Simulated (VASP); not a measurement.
# SiC (P6_3mc) in VASP: a series of runs

Aim: see how the results for SiC move with the level of theory and the settings. Levels: BLYP+D3(BJ), LDA, PBEsol+D3(BJ). Tasks: single point.

Program: VASP 6.6.1. These are calculated values, not measurements. Logs are shortened: lines on timing, memory, paths and dates and some standing lists are left out, and cuts for length are marked.

### Step 1. The cell of the first run

It takes space group P6_3mc (No. 186, hexagonal). Conventional cell: a = 3.034 Å, b = 3.034 Å, c = 9.935 Å, α = 90.00°, β = 90.00°, γ = 120.00°. Si (site symmetry 3m) has 4 C at 1.86 Å within 2.5 Å. Si (site symmetry 3m) has 4 C at 1.86 to 1.87 Å within 2.5 Å. C (site symmetry 3m) has 4 Si at 1.86 Å within 2.5 Å. C (site symmetry 3m) has 4 Si at 1.86 to 1.87 Å within 2.5 Å.

### Step 2. Single point, BLYP+D3(BJ)

Contents of INCAR:

```
PREC = Accurate ; ENCUT = 520
EDIFF = 1E-6 ; ISMEAR = -1
SIGMA = 0.05 ; LREAL = False
LASPH = True ; NELM = 80
ALGO = Normal ; ISIF = 2
LWAVE = False ; LCHARG = False
GGA = B5 ; ALDAX = 1.0
AGGAX = 1.0 ; AGGAC = 1.0
ALDAC = 0.0 ; IVDW = 12
VDW_S6 = 1.0 ; VDW_S8 = 2.6996
VDW_A1 = 0.4298 ; VDW_A2 = 4.2359
NBANDS = 26
```

Contents of KPOINTS:

```
Automatic mesh
0
Gamma
  10 10 3
```

Contents of POSCAR:

```
SiC
1.0
    3.0341256196      0.0000000000      0.0000000000
   -1.5170628097      2.6276298648      0.0000000000
    0.0000000000      0.0000000000      9.9345399781
Si C
4 4
Direct
    0.0000000000      0.0000000000      0.1878943800
    0.0000000000      0.0000000000      0.6878943800
    0.3333333333      0.6666666667      0.4378419800
    0.6666666667      0.3333333333      0.9378419800
    0.0000000000      0.0000000000      0.0004600500
    0.0000000000      0.0000000000      0.5004600500
    0.3333333333      0.6666666667      0.2498025900
    0.6666666667      0.3333333333      0.7498025900
```

Potentials or basis: VASP PAW PBE potentials, release 64 (Si, C).

Launch:

```
$ cat potpaw_PBE.64/Si/POTCAR potpaw_PBE.64/C/POTCAR > POTCAR
$ mpirun -np 1 vasp_std > vasp.out
```

OUTCAR:

```text
PREC = Accurate
   ENCUT = 520
   EDIFF = 1E-6
   ISMEAR = -1
   LREAL = False
   LASPH = True
   NELM = 80
   ISIF = 2
   GGA = B5
   IVDW = 12
 IVDW          = 12

 ion  position               nearest neighbor table
   1  0.000  0.000  0.188-   7 1.86   7 1.86   7 1.86   5 1.86   3 3.04   3 3.04   3 3.04   4 3.04
                             4 3.04   4 3.04
   2  0.000  0.000  0.688-   8 1.86   8 1.86   8 1.86   6 1.86   4 3.04   4 3.04   4 3.04   3 3.04
                             3 3.04   3 3.04
   3  0.333  0.667  0.438-   6 1.86   6 1.86   6 1.86   7 1.87   1 3.04   1 3.04   1 3.04   2 3.04
                             2 3.04   2 3.04
   4  0.667  0.333  0.938-   5 1.86   5 1.86   5 1.86   8 1.87   2 3.04   2 3.04   2 3.04   1 3.04
                             1 3.04   1 3.04
   5  0.000  0.000  0.000-   4 1.86   4 1.86   4 1.86   1 1.86
   6  0.000  0.000  0.500-   3 1.86   3 1.86   3 1.86   2 1.86
   7  0.333  0.667  0.250-   1 1.86   1 1.86   1 1.86   3 1.87
   8  0.667  0.333  0.750-   2 1.86   2 1.86   2 1.86   4 1.87

  LATTYP: Found a hexagonal cell.
 ALAT       =     3.0341256196
 C/A-ratio  =     3.2742678530

  Lattice vectors:

 A1 = (   3.0341256196,   0.0000000000,   0.0000000000)
 A2 = (  -1.5170628097,   2.6276298648,   0.0000000000)
 A3 = (   0.0000000000,   0.0000000000,   9.9345399781)

Analysis of symmetry for initial positions (statically):
=====================================================================
 Subroutine PRICEL returns:
 Original cell was already a primitive cell.

 Routine SETGRP: Setting up the symmetry group for a
 hexagonal supercell.

 Subroutine GETGRP returns: Found 12 space group operations
 (whereof  6 operations were pure point group operations)
 out of a pool of 24 trial point group operations.

The static configuration has the point symmetry C_3v.
 The point group associated with its full space group is C_6v.

Analysis of symmetry for dynamics (positions and initial velocities):
=====================================================================
 Subroutine PRICEL returns:
 Original cell was already a primitive cell.

 Routine SETGRP: Setting up the symmetry group for a
 hexagonal supercell.

 Subroutine GETGRP returns: Found 12 space group operations
 (whereof  6 operations were pure point group operations)
 out of a pool of 24 trial point group operations.

The dynamic configuration has the point symmetry C_3v.
[... 115 lines left out ...]
   NSW    =      0    number of steps for IOM
   IBRION =     -1    ionic relax: 0-MD 1-quasi-New 2-CG
   NFREE  =      0    steps in history (QN), initial steepest desc. (CG)
   ISIF   =      2    stress and relaxation
   ISYM   =      2    0-nonsym 1-usesym 2-fastsym
   POTIM  = 0.5000    time-step for ionic-motion
   TEBEG  =    0.0;   TEEND  =   0.0 temperature during run
   PSTRESS=    0.0 pullay stress
   NELECT =      32.0000    total number of electrons
   NUPDOWN=      -1.0000    fix difference up-down
   EMIN   =  10.00;   EMAX   =-10.00  energy-range for DOS
   EFERMI =   0.00;   METHOD = LEGACY
   ISMEAR =    -1;   SIGMA  =   0.05  broadening in eV -4-tet -1-fermi 0-gaus
   EFERMI_NEDOS =   21; number of points for ismear=-14 and -15
   IALGO  =     38    algorithm
   IMIX   =      4    mixing-type and parameters
     AMIX     =   0.40;   BMIX     =  1.00
     AMIX_MAG =   1.60;   BMIX_MAG =  1.00
  volume/ion in A,a.u.               =       9.90        66.81
  Fermi-wavevector in a.u.,A,eV,Ry     =   1.210253  2.287047 19.928635  1.464713
  Thomas-Fermi vector in A             =   2.345806
   LORBIT       =      0    0 simple, 1 ext, 2 COOP (PROOUT), +10 PAW based schemes
   GGA     = B5    functional components
   LHFCALC =     F    Hartree Fock is set to
   AEXX    =    0.0000 exact exchange contribution
   IVDW    =    12    specifies the selected vdW correction
   LEPSILON=     F    determine dielectric tensor
   LRPA    =     F    only Hartree local field effects (RPA)
 non-spin polarized calculation
  energy-cutoff  :      520.00
  volume of cell :       79.20
 maximum number of plane-waves:      2161
 NGX is ok and might be reduce to    24
   NGX = 11   NGY = 11   NGZ = 37

 number of electron      31.9999998 magnetization

 Free energy of the ion-electron system (eV)
  ---------------------------------------------------
  ext. energy  EPLUGINS =         0.00000000
  ---------------------------------------------------
  free energy    TOTEN  =       -54.27121111 eV

  energy without entropy =      -54.27121111  energy(sigma->0) =      -54.27121111

 E-fermi :  10.1090     XC(G=0): -10.8363

 val. band max:        9.0931537951   @ k =   0.0000   0.0000   0.0000
 cond. band min:      11.6424654033   @ k =   0.5000   0.0000   0.0000
 fundamental gap:      2.5493116082
 Fermi energy:        10.1090030094

 k-point     1 :       0.0000    0.0000    0.0000
  band No.  band energies     occupation
      1      -6.6000      2.00000
      2      -5.3919      2.00000
      3      -5.3539      2.00000
      4      -2.9296      2.00000
      5       0.3970      2.00000
      6       4.7162      2.00000
[... 685 lines left out ...]
     25      17.4863      0.00000
     26      18.3787      0.00000

 [... further k-points ...]

------------------------ aborting loop because EDIFF is reached ----------------------------------------

 Edisp (eV)   -5.38812

 E8    (eV) :    -3.6897

  FORCE on cell =-STRESS in cart. coord.  units (eV):
  Direction    XX          YY          ZZ          XY          YZ          ZX
  --------------------------------------------------------------------------------------
  -------------------------------------------------------------------------------------
  Total       4.17373     4.17373     4.16259     0.00000     0.00000     0.00000
  in kB      84.42862    84.42862    84.20320     0.00000     0.00000     0.00000
  external pressure =       84.35 kB  Pullay stress =        0.00 kB

 VOLUME and BASIS-vectors are now :
 -----------------------------------------------------------------------------
  energy-cutoff  :      520.00
  volume of cell :       79.20
      direct lattice vectors                 reciprocal lattice vectors
     3.034125620  0.000000000  0.000000000     0.329584244  0.190285552  0.000000000
    -1.517062810  2.627629865  0.000000000     0.000000000  0.380571105  0.000000000
     0.000000000  0.000000000  9.934539978     0.000000000  0.000000000  0.100658913

 POSITION                                       TOTAL-FORCE (eV/Angst)
 -----------------------------------------------------------------------------------
      0.00000      0.00000      1.86664         0.000000      0.000000     -0.011694
      0.00000      0.00000      6.83391        -0.000000     -0.000000     -0.011694
     -0.00000      1.75175      4.34976        -0.000000     -0.000000     -0.007634
      1.51706      0.87588      9.31703        -0.000000      0.000000     -0.007634
      0.00000      0.00000      0.00457         0.000000      0.000000      0.005928
      0.00000      0.00000      4.97184        -0.000000      0.000000      0.005928
     -0.00000      1.75175      2.48167         0.000000     -0.000000      0.013401
      1.51706      0.87588      7.44894        -0.000000      0.000000      0.013401
 -----------------------------------------------------------------------------------
    total drift:                               -0.000000     -0.000000     -0.000012

  FREE ENERGIE OF THE ION-ELECTRON SYSTEM (eV)
  ---------------------------------------------------
  free  energy   TOTEN  =       -59.6593285705 eV

  energy  without entropy=      -59.6593285705  energy(sigma->0) =      -59.65932857
```

OSZICAR:

```text
N       E                     dE             d eps       ncg     rms          rms(c)
DAV:   1     0.817425217646E+02    0.81743E+02   -0.14737E+04  1456   0.112E+03
DAV:   2    -0.564630048718E+02   -0.13821E+03   -0.12839E+03  1920   0.195E+02
DAV:   3    -0.634711330083E+02   -0.70081E+01   -0.69593E+01  1972   0.418E+01
DAV:   4    -0.635581891477E+02   -0.87056E-01   -0.86944E-01  1896   0.548E+00
DAV:   5    -0.635596913503E+02   -0.15022E-02   -0.15013E-02  1942   0.686E-01    0.182E+01
DAV:   6    -0.544377071018E+02    0.91220E+01   -0.25191E+01  1868   0.225E+01    0.746E+00
DAV:   7    -0.542971904188E+02    0.14052E+00   -0.28607E+00  2012   0.762E+00    0.355E+00
DAV:   8    -0.542731143737E+02    0.24076E-01   -0.13882E-01  1724   0.184E+00    0.111E+00
DAV:   9    -0.542707733073E+02    0.23411E-02   -0.25908E-02  1918   0.879E-01    0.240E-01
DAV:  10    -0.542710788575E+02   -0.30555E-03   -0.22986E-03  1848   0.233E-01    0.764E-02
DAV:  11    -0.542712120927E+02   -0.13324E-03   -0.15749E-04  1716   0.893E-02    0.457E-02
DAV:  12    -0.542712111120E+02    0.98070E-06   -0.61856E-06  1894   0.126E-02
   1 F= -.59659329E+02 E0= -.59659329E+02  d E =-.523667E-10
```

stdout:

```text
POSCAR found type information on POSCAR SiC
 POSCAR found :  2 types and       8 ions
 scaLAPACK will be used
 -----------------------------------------------------------------------------
|                                                                             |
|                                                                             |
|     You enforced a specific xc type in the INCAR file but a different       |
|     I HOPE YOU KNOW WHAT YOU ARE DOING!                                     |
|                                                                             |
 -----------------------------------------------------------------------------

 LDA part: xc-table for (Slater(with rela. corr.)+VWN5), standard interpolation
 POSCAR, INCAR and KPOINTS ok, starting setup
 FFT: planning ... GRIDC
 FFT: planning ... GRID_SOFT
 FFT: planning ... GRID
 WAVECAR not read
 entering main loop
```

It took 97 s on 1 thread of AMD EPYC 7R13, shared host; peak memory 0.19 GiB.

What came out:

- Free energy: -59.6593 eV
- Pressure: 8.4 GPa
- Largest force: 0.013 eV/Å
- Band gap on the k mesh: 2.55 eV (least direct gap 3.68 eV)
- Dispersion energy per atom: -0.674 eV

Forces in eV/Å, atoms in the order of the input:
```
Si   0.000  0.000 -0.012
Si   0.000  0.000 -0.012
Si   0.000  0.000 -0.008
Si   0.000  0.000 -0.008
C    0.000  0.000  0.006
C    0.000  0.000  0.006
C    0.000  0.000  0.013
C    0.000  0.000  0.013
```

Levels at points of the mesh, in eV from the valence-band top:
```tsv
k point	band 13	band 14	band 15	band 16	band 17	band 18	band 19	band 20
(0.00, 0.00, 0.00)	-0.58	-0.05	0.00	0.00	5.63	6.20	6.85	6.98
(0.50, 0.00, 0.00)	-2.38	-2.23	-1.58	-1.13	2.55	2.70	4.61	5.19
```

Caveat: the cell stands under pressure; the PAW data sets were made with another functional, which shifts forces and pressure a little; an odd mesh through Γ misses points on the zone boundary, where band edges can lie.

(Continued in part 2 of 2.)
